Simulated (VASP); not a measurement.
# Sn2Sb2Te (Fmm2) in VASP: further runs

Runs on Sn2Sb2Te. Level: PBE. Tasks: single point.

Program: VASP 6.6.1. These are calculated values, not measurements. Logs are shortened: lines on timing, memory, paths and dates and some standing lists are left out, and cuts for length are marked.

**1. The cell of the first run**

It takes space group Fmm2 (No. 42, orthorhombic). Conventional cell: a = 6.152 Å, b = 16.428 Å, c = 6.182 Å, α = 90.00°, β = 90.00°, γ = 90.00°. Within 4.1 Å of Sn (site symmetry m) lie 4 Te at 3.13 to 3.84 Å and 4 Sb at 3.19 to 3.47 Å and 1 Sn at 3.20 Å. Sb (site symmetry 2) has 4 Sb at 3.08 to 3.09 Å and 4 Sn at 3.19 to 3.47 Å within 4.0 Å. Within 4.1 Å of Te (site symmetry mm2) lie 8 Sn at 3.13 to 3.84 Å.

The cell was generated, and may not be a known phase.

**2. Single point, PBE**

The input, INCAR:

```
SYSTEM = Sn2Sb2Te
PREC = Accurate
ENCUT = 520
EDIFF = 1E-6
ISMEAR = 0
SIGMA = 0.1
LREAL = .FALSE.
LASPH = .TRUE.
NELM = 60
ALGO = Normal
ISIF = 2
LWAVE = .FALSE.
LCHARG = .TRUE.
GGA = PE
LELF = .TRUE.
LVHAR = .TRUE.
NBANDS = 30
```

The input, KPOINTS:

```
regular mesh
0
G
  4 4 4
  0 0 0
```

The input, POSCAR:

```
Sn2Sb2Te
1.0
    0.0000000000      8.2138570207      3.0911234946
    3.0762483690      0.0000000000      3.0911234946
    3.0762483690      8.2138570207      0.0000000000
Sn Sb Te
2 2 1
Direct
    0.6277676146      0.4327894534      0.5672105466
    0.4327894534      0.6277676146      0.3722323854
    0.2318550148      0.2318550148      0.2681449852
    0.7318550148      0.7318550148      0.7681449852
    0.9657272524      0.9657272524      0.0342727476
```

Potentials or basis: VASP PAW PBE potentials, release 64 (Sn_d, Sb, Te).

The run is started by

```
> cat potpaw_PBE.64/Sn_d/POTCAR potpaw_PBE.64/Sb/POTCAR potpaw_PBE.64/Te/POTCAR > POTCAR
> mpirun -np 1 vasp_std > vasp.out
```

OUTCAR:

```text
SYSTEM = Sn2Sb2Te
   PREC = Accurate
   ENCUT = 520
   EDIFF = 1E-6
   ISMEAR = 0
   LREAL = .FALSE.
   LASPH = .TRUE.
   NELM = 60
   ISIF = 2
   GGA = PE

 ion  position               nearest neighbor table
   1  0.628  0.433  0.567-   5 3.13   3 3.19   4 3.19   2 3.20   3 3.47   4 3.47   5 3.49   5 3.49

   2  0.433  0.628  0.372-   5 3.13   4 3.19   3 3.19   1 3.20   3 3.47   4 3.47   5 3.49   5 3.49

   3  0.232  0.232  0.268-   4 3.08   4 3.08   4 3.09   4 3.09   1 3.19   2 3.19   2 3.47   1 3.47

   4  0.732  0.732  0.768-   3 3.08   3 3.08   3 3.09   3 3.09   2 3.19   1 3.19   2 3.47   1 3.47

   5  0.966  0.966  0.034-   1 3.13   2 3.13   2 3.49   1 3.49   2 3.49   1 3.49

  LATTYP: Found a face centered orthorhombic cell.
 ALAT       =     6.1524967380
 B/A-ratio  =     1.0048354761
 C/A-ratio  =     2.6700890291

  Lattice vectors:

 A1 = (   0.0000000000,   8.2138570207,   3.0911234946)
 A2 = (  -3.0762483690,   8.2138570207,   0.0000000000)
 A3 = (  -3.0762483690,   0.0000000000,   3.0911234946)

Analysis of symmetry for initial positions (statically):
=====================================================================
 Subroutine PRICEL returns:
 Original cell was already a primitive cell.

 Routine SETGRP: Setting up the symmetry group for a
 face centered orthorhombic supercell.

 Subroutine GETGRP returns: Found  4 space group operations
 (whereof  4 operations were pure point group operations)
 out of a pool of  8 trial point group operations.

The static configuration has the point symmetry C_2v.

Analysis of symmetry for dynamics (positions and initial velocities):
=====================================================================
 Subroutine PRICEL returns:
 Original cell was already a primitive cell.

 Routine SETGRP: Setting up the symmetry group for a
 face centered orthorhombic supercell.

 Subroutine GETGRP returns: Found  4 space group operations
 (whereof  4 operations were pure point group operations)
 out of a pool of  8 trial point group operations.

The dynamic configuration has the point symmetry C_2v.

 Subroutine INISYM returns: Found  4 space group operations
 (whereof  4 operations are pure point group operations),
 and found     1 'primitive' translations

----------------------------------------------------------------------------------------

                                     Primitive cell

  volume of cell :     156.2122

  direct lattice vectors                    reciprocal lattice vectors
     0.000000000  8.213857021  3.091123495    -0.162535641  0.060872742  0.161753486
     3.076248369  0.000000000  3.091123495     0.162535641 -0.060872742  0.161753486
     3.076248369  8.213857021  0.000000000     0.162535641  0.060872742 -0.161753486

  length of vectors
     8.776245873  4.361003151  8.771017682     0.237249901  0.237249901  0.237249901

  position of ions in fractional coordinates (direct lattice)
     0.627767615  0.432789453  0.567210547
     0.432789453  0.627767615  0.372232385
     0.231855015  0.231855015  0.268144985
     0.731855015  0.731855015  0.768144985
     0.965727252  0.965727252  0.034272748

  ion indices of the primitive-cell ions
   primitive index   ion index
                 1           1
                 2           2
                 3           3
                 4           4
                 5           5

----------------------------------------------------------------------------------------

 KPOINTS: regular mesh

Automatic generation of k-mesh.
 Grid dimensions read from file:
 generate k-points for:    4    4    4

 Generating k-lattice:

  Cartesian coordinates                     Fractional coordinates (reciprocal lattice)
    -0.040633910  0.015218186  0.040438371     0.250000000  0.000000000  0.000000000
     0.040633910 -0.015218186  0.040438371     0.000000000  0.250000000 -0.000000000
     0.040633910  0.015218186 -0.040438371     0.000000000 -0.000000000  0.250000000

  Length of vectors
     0.059312475  0.059312475  0.059312475

  Shift w.r.t. Gamma in fractional coordinates (k-lattice)
     0.000000000  0.000000000  0.000000000

 Subroutine IBZKPT returns following result:
 ===========================================

 Found     18 irreducible k-points:

 Following reciprocal coordinates:
            Coordinates               Weight
  0.000000  0.000000  0.000000      1.000000
  0.250000  0.000000 -0.000000      8.000000
  0.500000  0.000000 -0.000000      4.000000
  0.250000  0.250000  0.000000      2.000000
  0.500000  0.250000 -0.000000      8.000000
 -0.250000  0.250000  0.000000      4.000000
[... 10 lines left out ...]
 -0.250000  0.250000  0.500000      2.000000
  0.000000  0.500000  0.500000      1.000000
   k-points           NKPTS =     18   k-points in BZ     NKDIM =     18   number of bands    NBANDS=     30
   number of dos      NEDOS =    301   number of ions     NIONS =      5
   total plane-waves  NPLWV = 156800
   dimension x,y,z NGX =    70 NGY =   32 NGZ =   70
   dimension x,y,z NGXF=   140 NGYF=   64 NGZF=  140
   ions per type =               2   2   1
   NGX,Y,Z   is equivalent  to a cutoff of  13.26, 12.20, 13.27 a.u.
   NGXF,Y,Z  is equivalent  to a cutoff of  26.52, 24.40, 26.54 a.u.
 SYSTEM =  Sn2Sb2Te
   PREC   = accura    normal or accurate (medium, high low for compatibility)
   ISTART =      0    job   : 0-new  1-cont  2-samecut
   ICHARG =      2    charge: 1-file 2-atom 10-const
   ISPIN  =      1    spin polarized calculation?
   LNONCOLLINEAR =      F non collinear calculations
   LSORBIT =      F    spin-orbit coupling
   LASPH  =      T    aspherical Exc in radial PAW
   ENCUT  =  520.0 eV  38.22 Ry    6.18 a.u.  16.32  8.11 16.31*2*pi/ulx,y,z
   NELM   =     60;   NELMIN=  2; NELMDL= -5     # of ELM steps
   EDIFF  = 0.1E-05   stopping-criterion for ELM
   LREAL  =      F    real-space projection
   EDIFFG = 0.1E-04   stopping-criterion for IOM
   NSW    =      0    number of steps for IOM
   IBRION =     -1    ionic relax: 0-MD 1-quasi-New 2-CG
   NFREE  =      0    steps in history (QN), initial steepest desc. (CG)
   ISIF   =      2    stress and relaxation
   ISYM   =      2    0-nonsym 1-usesym 2-fastsym
   POTIM  = 0.5000    time-step for ionic-motion
   TEBEG  =    0.0;   TEEND  =   0.0 temperature during run
   PSTRESS=    0.0 pullay stress
   NELECT =      44.0000    total number of electrons
   NUPDOWN=      -1.0000    fix difference up-down
   EMIN   =  10.00;   EMAX   =-10.00  energy-range for DOS
   EFERMI =   0.00;   METHOD = LEGACY
   ISMEAR =     0;   SIGMA  =   0.10  broadening in eV -4-tet -1-fermi 0-gaus
   EFERMI_NEDOS =   21; number of points for ismear=-14 and -15
   IALGO  =     38    algorithm
   IMIX   =      4    mixing-type and parameters
     AMIX     =   0.40;   BMIX     =  1.00
     AMIX_MAG =   1.60;   BMIX_MAG =  1.00
  volume/ion in A,a.u.               =      31.24       210.83
  Fermi-wavevector in a.u.,A,eV,Ry     =   1.073134  2.027930 15.668705  1.151617
  Thomas-Fermi vector in A             =   2.208925
   LORBIT       =      0    0 simple, 1 ext, 2 COOP (PROOUT), +10 PAW based schemes
   GGA     = PE    functional components
   LHFCALC =     F    Hartree Fock is set to
   AEXX    =    0.0000 exact exchange contribution
   IVDW    =     0    specifies the selected vdW correction
   LEPSILON=     F    determine dielectric tensor
   LRPA    =     F    only Hartree local field effects (RPA)
 non-spin polarized calculation
 Gauss-broadening in eV      SIGMA  =   0.10
  energy-cutoff  :      520.00
  volume of cell :      156.21
 maximum number of plane-waves:      4228
 NGX is ok and might be reduce to    70
   NGX = 33   NGY = 17   NGZ = 33

 number of electron      44.0000002 magnetization

 Free energy of the ion-electron system (eV)
  ---------------------------------------------------
  ext. energy  EPLUGINS =         0.00000000
  ---------------------------------------------------
  free energy    TOTEN  =       -19.08044080 eV

  energy without entropy =      -19.06929130  energy(sigma->0) =      -19.07486605

 E-fermi :   6.5920     XC(G=0):  -9.5106

 val. band max:        6.5199839426   @ k =  -0.2500   0.0000   0.2500
 cond. band min:       6.5944949315   @ k =   0.5000   0.5000   0.0000
 fundamental gap:      0.0745109888
 Fermi energy:         6.5920362683

 k-point     1 :       0.0000    0.0000    0.0000
  band No.  band energies     occupation
      1     -15.1776      2.00000
      2     -15.1353      2.00000
      3     -15.1277      2.00000
      4     -15.1245      2.00000
      5     -15.1201      2.00000
      6     -15.1106      2.00000
[... 22 lines left out ...]
     29      10.6205      0.00000
     30      10.7495      0.00000

 k-point     2 :       0.2500    0.0000   -0.0000
  band No.  band energies     occupation
      1     -15.1763      2.00000
      2     -15.1369      2.00000
      3     -15.1289      2.00000
      4     -15.1205      2.00000
      5     -15.1164      2.00000
      6     -15.1120      2.00000
[... 22 lines left out ...]
     29       9.7828      0.00000
     30      10.6986      0.00000

 k-point     3 :       0.5000    0.0000   -0.0000
  band No.  band energies     occupation
      1     -15.1750      2.00000
      2     -15.1391      2.00000
      3     -15.1297      2.00000
      4     -15.1165      2.00000
      5     -15.1134      2.00000
      6     -15.1131      2.00000
[... 22 lines left out ...]
     29      10.9521      0.00000
     30      11.1056      0.00000

 k-point     4 :       0.2500    0.2500    0.0000
  band No.  band energies     occupation
      1     -15.1751      2.00000
      2     -15.1373      2.00000
      3     -15.1310      2.00000
      4     -15.1166      2.00000
      5     -15.1137      2.00000
      6     -15.1126      2.00000
[... 418 lines left out ...]
     29      10.8190      0.00000
     30      10.8609      0.00000

 k-point    17 :      -0.2500    0.2500    0.5000
  band No.  band energies     occupation
      1     -15.1747      2.00000
      2     -15.1381      2.00000
      3     -15.1308      2.00000
      4     -15.1167      2.00000
      5     -15.1136      2.00000
      6     -15.1126      2.00000
[... 22 lines left out ...]
     29      10.0917      0.00000
     30      11.5532      0.00000

 k-point    18 :       0.0000    0.5000    0.5000
  band No.  band energies     occupation
      1     -15.1726      2.00000
      2     -15.1404      2.00000
      3     -15.1333      2.00000
      4     -15.1170      2.00000
      5     -15.1156      2.00000
      6     -15.1086      2.00000
[... 22 lines left out ...]
     29      12.2516      0.00000
     30      12.7894      0.00000

------------------------ aborting loop because EDIFF is reached ----------------------------------------

  FORCE on cell =-STRESS in cart. coord.  units (eV):
  Direction    XX          YY          ZZ          XY          YZ          ZX
  --------------------------------------------------------------------------------------
  -------------------------------------------------------------------------------------
  Total       -0.1186431      0.0821718     -0.0670597      0.0000000      0.0000000      0.0000000
  in kB       -1.2168537      0.8427879     -0.6877925      0.0000000      0.0000000      0.0000000
  external PRESSURE =      -0.3539528 kB  Pullay stress =       0.0000000 kB

 VOLUME and BASIS-vectors are now :
 -----------------------------------------------------------------------------
  energy-cutoff  :      520.00
  volume of cell :      156.21
      direct lattice vectors                 reciprocal lattice vectors
     0.000000000  8.213857021  3.091123495    -0.162535641  0.060872742  0.161753486
     3.076248369  0.000000000  3.091123495     0.162535641 -0.060872742  0.161753486
     3.076248369  8.213857021  0.000000000     0.162535641  0.060872742 -0.161753486

 POSITION                                       TOTAL-FORCE (eV/Angst)
 -----------------------------------------------------------------------------------
      3.07625      9.81538      3.27831         0.000000      0.022289     -0.000870
      3.07625      6.61233      3.27831         0.000000     -0.022289     -0.000870
      1.53812      4.10693      1.43338         0.000000     -0.000000     -0.003783
      4.61437     12.32079      4.52451        -0.000000     -0.000000     -0.003783
      3.07625      8.21386      5.97036         0.000000     -0.000000      0.009306
 -----------------------------------------------------------------------------------
    total drift:                                0.000018      0.000008      0.000180

  FREE ENERGIE OF THE ION-ELECTRON SYSTEM (eV)
  ---------------------------------------------------
  free  energy   TOTEN  =       -19.0804408024 eV

  energy  without entropy=      -19.0692913028  energy(sigma->0) =      -19.07486605
```

Run time: 3.8 min. Hardware: 1 thread of Intel Xeon 8259CL, shared host; peak memory 0.43 GiB.

Results:

* Free energy: -19.0804 eV
* Pressure: 0.0 GPa
* Largest force: 0.022 eV/Å
* Band gap on the k mesh: zero (bands 22 and 23 overlap by 0.73 eV)

Forces on the atoms (eV/Å):
```
Sn   0.000  0.022 -0.001
Sn   0.000 -0.022 -0.001
Sb   0.000  0.000 -0.004
Sb   0.000  0.000 -0.004
Te   0.000  0.000  0.009
```

Levels at points of the mesh, in eV from the Fermi level:
```csv
k point,band 20,band 21,band 22,band 23,band 24,band 25
"(0.00, 0.00, 0.00)",-1.98,-0.39,-0.23,0.45,2.39,2.45
"(0.50, 0.00, 0.00)",-0.96,-0.81,-0.42,-0.11,0.21,1.27
"(0.50, 0.50, 0.00)",-2.76,-1.53,-1.23,-0.28,0.00,2.40
"(0.50, 0.00, 0.50)",-1.67,-0.81,0.42,1.27,1.49,1.69
"(0.00, 0.50, 0.50)",-2.67,-1.82,-1.57,0.22,0.37,2.73
```

Caveat: the k points lie up to 0.37 Å⁻¹ apart, too coarse for converged energies and pressures of a metal; spin-orbit coupling is left out, which moves the levels of the heavy elements.

**3. Single point, PBE**

This run uses another cell than the first one, of 31.97 Å³/atom.

The input, INCAR:

```
SYSTEM = Sn2Sb2Te
ALGO = Normal
EDIFF = 1E-6
ENCUT = 520
GGA = PE
ISIF = 2
ISMEAR = 0
LASPH = .True.
LCHARG = .False.
LREAL = .False.
LWAVE = .False.
NBANDS = 30
NELM = 60
PREC = Accurate
SIGMA = 0.1
```

The input, KPOINTS:

```
k-points
0
Gamma
  10 10 10
  0 0 0
```

The input, POSCAR:

```
Sn2Sb2Te
1.0
    0.0000000000      8.2760344895      3.1463647823
    3.0697008141      0.0000000000      3.1463647823
    3.0697008141      8.2760344895      0.0000000000
Sn Sb Te
2 2 1
Direct
    0.6414981647      0.4465276097      0.5534723903
    0.4465276097      0.6414981647      0.3585018353
    0.2207440803      0.2207440803      0.2792559197
    0.7207440803      0.7207440803      0.7792559197
    0.9604804149      0.9604804149      0.0395195851
```

Potentials or basis: VASP PAW PBE potentials, release 64 (Sn_d, Sb, Te).

The run is started by

```
> cat potpaw_PBE.64/Sn_d/POTCAR potpaw_PBE.64/Sb/POTCAR potpaw_PBE.64/Te/POTCAR > POTCAR
> mpirun -np 1 vasp_std > vasp.out
```

OUTCAR:

```text
SYSTEM = Sn2Sb2Te
   EDIFF = 1E-6
   ENCUT = 520
   GGA = PE
   ISIF = 2
   ISMEAR = 0
   LASPH = .True.
   LREAL = .False.
   NELM = 60
   PREC = Accurate

 ion  position               nearest neighbor table
   1  0.641  0.447  0.553-   5 3.08   3 3.16   4 3.16   2 3.23   5 3.51   5 3.51   4 3.59   3 3.59

   2  0.447  0.641  0.359-   5 3.08   3 3.16   4 3.16   1 3.23   5 3.51   5 3.51   3 3.59   4 3.59

   3  0.221  0.221  0.279-   4 3.07   4 3.07   4 3.15   4 3.15   2 3.16   1 3.16   2 3.59   1 3.59

   4  0.721  0.721  0.779-   3 3.07   3 3.07   3 3.15   3 3.15   2 3.16   1 3.16   2 3.59   1 3.59
[... 1001 lines left out ...]
  -------------------------------------------------------------------------------------
  Total       -0.0267220     -0.0358708     -0.0207572      0.0000000      0.0000000      0.0000000
  in kB       -0.2678070     -0.3594965     -0.2080279      0.0000000      0.0000000      0.0000000
  external PRESSURE =      -0.2784438 kB  Pullay stress =       0.0000000 kB

 VOLUME and BASIS-vectors are now :
 -----------------------------------------------------------------------------
  energy-cutoff  :      520.00
  volume of cell :      159.87
      direct lattice vectors                 reciprocal lattice vectors
     0.000000000  8.276034490  3.146364782    -0.162882323  0.060415408  0.158913551
     3.069700814  0.000000000  3.146364782     0.162882323 -0.060415408  0.158913551
     3.069700814  8.276034490  0.000000000     0.162882323  0.060415408 -0.158913551

 POSITION                                       TOTAL-FORCE (eV/Angst)
 -----------------------------------------------------------------------------------
      3.06970      9.88962      3.42333         0.000000     -0.000499     -0.004961
      3.06970      6.66245      3.42333         0.000000      0.000499     -0.004961
      1.53485      4.13802      1.38908         0.000000      0.000000      0.001237
      4.60455     12.41405      4.53545        -0.000000     -0.000000      0.001237
      3.06970      8.27603      6.04404         0.000000      0.000000      0.007447
 -----------------------------------------------------------------------------------
    total drift:                               -0.000056      0.000027      0.001126

  FREE ENERGIE OF THE ION-ELECTRON SYSTEM (eV)
  ---------------------------------------------------
  free  energy   TOTEN  =       -18.9719747075 eV

  energy  without entropy=      -18.9603278654  energy(sigma->0) =      -18.96615129
```

OSZICAR:

```text
N       E                     dE             d eps       ncg     rms          rms(c)
DAV:   1     0.364687809715E+03    0.36469E+03   -0.19405E+04 10340   0.160E+03
DAV:   2     0.267684022624E+02   -0.33792E+03   -0.32873E+03 10472   0.421E+02
DAV:   3    -0.169058874477E+02   -0.43674E+02   -0.42125E+02 12446   0.140E+02
DAV:   4    -0.190174435831E+02   -0.21116E+01   -0.20889E+01 11908   0.321E+01
DAV:   5    -0.190864933409E+02   -0.69050E-01   -0.69023E-01 14598   0.630E+00    0.499E+00
DAV:   6    -0.189730372199E+02    0.11346E+00   -0.24772E-01 12506   0.309E+00    0.302E+00
DAV:   7    -0.189728368471E+02    0.20037E-03   -0.11003E-01 12500   0.152E+00    0.803E-01
DAV:   8    -0.189716173428E+02    0.12195E-02   -0.10210E-02 11806   0.669E-01    0.371E-01
DAV:   9    -0.189719184019E+02   -0.30106E-03   -0.16003E-03 13170   0.223E-01    0.805E-02
DAV:  10    -0.189719633154E+02   -0.44913E-04   -0.11148E-04 11894   0.569E-02    0.406E-02
DAV:  11    -0.189719742430E+02   -0.10928E-04   -0.22472E-05 10544   0.245E-02    0.164E-02
DAV:  12    -0.189719747075E+02   -0.46456E-06   -0.21689E-06  9164   0.107E-02
   1 F= -.18971975E+02 E0= -.18966151E+02  d E =-.116468E-01
```

stdout:

```text
POSCAR found type information on POSCAR SnSbTe
 POSCAR found :  3 types and       5 ions
 scaLAPACK will be used
 LDA part: xc-table for (Slater+PW92), standard interpolation
 POSCAR, INCAR and KPOINTS ok, starting setup
 FFT: planning ... GRIDC
 FFT: planning ... GRID_SOFT
 FFT: planning ... GRID
 WAVECAR not read
 entering main loop
```

It took 34 min on 1 thread of Intel Xeon 8259CL, shared host; peak memory 1 GiB.

Results:

| Item | Value |
| --- | --- |
| Free energy | -18.9720 eV |
| Pressure | 0.0 GPa |
| Largest force | 0.007 eV/Å |
| Band gap on the k mesh | zero (bands 22 and 23 overlap by 0.51 eV) |

Forces on the atoms (eV/Å):
```
Sn   0.000  0.000 -0.005
Sn   0.000  0.000 -0.005
Sb   0.000  0.000  0.001
Sb   0.000  0.000  0.001
Te   0.000  0.000  0.007
```

Caveat: spin-orbit coupling is left out, which moves the levels of the heavy elements.

The gap in the log of VASP goes by the Fermi energy; the results here count the filled bands.